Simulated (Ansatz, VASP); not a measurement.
## MoS2: VASP beside Ansatz

```
Mo S
1.0
     3.14888    0.00000    0.00000
    -1.57444    2.72701    0.00000
     0.00000    0.00000    6.69517
Mo S
1 2
Direct
  0.00000 0.00000 0.00000
  0.33333 0.66667 0.23411
  0.33333 0.66667 0.76589
```

Alike in both runs: task relaxation of cell and atoms; functional PBE; dispersion D3(BJ); k mesh 12 × 12 × 4; occupations gaussian, width 0.02 eV; no spin polarisation.

```csv
,VASP,Ansatz
version,VASP 6.6.1,Ansatz 0.2.0
potentials or method,"VASP PAW PBE potentials, release 64 (Mo_sv, S), cutoff 500 eV","scalar-relativistic, plane waves, PAW"
valence electrons in the cell,26,26
```

Ansatz gave:

```
gap on the k mesh at the Fermi level, each at its own relaxed structure (eV) : 1.21
relaxed volume (Å³/atom)                                                     : 19.03
relaxed cell length with the largest relative difference (Å)                 : 6.645
```

Q: Estimate VASP's values.

A: gap on the k mesh at the Fermi level, each at its own relaxed structure (eV): 1.21; relaxed volume (Å³/atom): 19.00; relaxed cell length with the largest relative difference (Å): 6.638.
